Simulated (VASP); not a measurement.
The system is Bi.

```
CELL_PARAMETERS angstrom
4.81906 0.00000 0.00000
0.00000 4.81906 0.00000
0.00000 0.00000 5.43897
ATOMIC_POSITIONS crystal
Bi 0.75319 0.75319 0.50000
Bi 0.24681 0.24681 0.50000
Bi 0.24681 0.75319 0.00000
Bi 0.75319 0.24681 0.00000
```

The cell was built from a structure type or drawn by symmetry, and may not be a known phase.

| Property | Result |
| --- | --- |
| Program | VASP 6.6.1 |
| Task | relaxation of cell and atoms |
| Functional | PBE |
| Potentials or basis | VASP PAW PBE potentials, release 64 (Bi_d) |
| Cutoff | 600 eV |
| k mesh | 4 × 4 × 4 |
| Occupations | gaussian, width 0.1 eV |
| Spin | no spin polarisation |

At the start: pressure 0.6 GPa; volume 31.58 Å³/atom.

**Question.** Where does the relaxation end?

**Answer.** Over 10 steps the energy falls by 19.1 meV/atom and the volume is 31.53 Å³/atom (-0.2 %); space group I4/mmm (No. 139, to 0.1 Å) before, Fm-3m (No. 225, to 0.1 Å).

Step by step:
| step | energy change (eV) | largest force (eV/Å) | pressure (GPa) | volume (Å³) |
| --- | --- | --- | --- | --- |
| 1 | 0.0000 | 0.0408 | 0.55 | 126.31 |
| 2 | -0.0189 | 0.0621 | -0.20 | 128.31 |
| 3 | 0.0016 | 0.0452 | -2.34 | 133.96 |
| 4 | -0.0252 | 0.0617 | -1.09 | 130.42 |
| 5 | -0.0256 | 0.0635 | -0.92 | 129.99 |
| 6 | -0.0337 | 0.0593 | -0.99 | 129.85 |
| 7 | -0.0511 | 0.0470 | -1.04 | 129.47 |
| 8 | -0.0687 | 0.0115 | -1.04 | 128.48 |
| 9 | -0.0759 | 0.0071 | 0.30 | 125.47 |
| 10 | -0.0764 | 0.0103 | -0.05 | 126.12 |

Final structure:
```
CELL_PARAMETERS angstrom
5.02494 0.00000 0.00000
0.00000 5.02494 0.00000
0.00000 0.00000 4.99466
ATOMIC_POSITIONS crystal
Bi 0.75029 0.75029 0.50000
Bi 0.24971 0.24971 0.50000
Bi 0.24971 0.75029 0.00000
Bi 0.75029 0.24971 0.00000
```
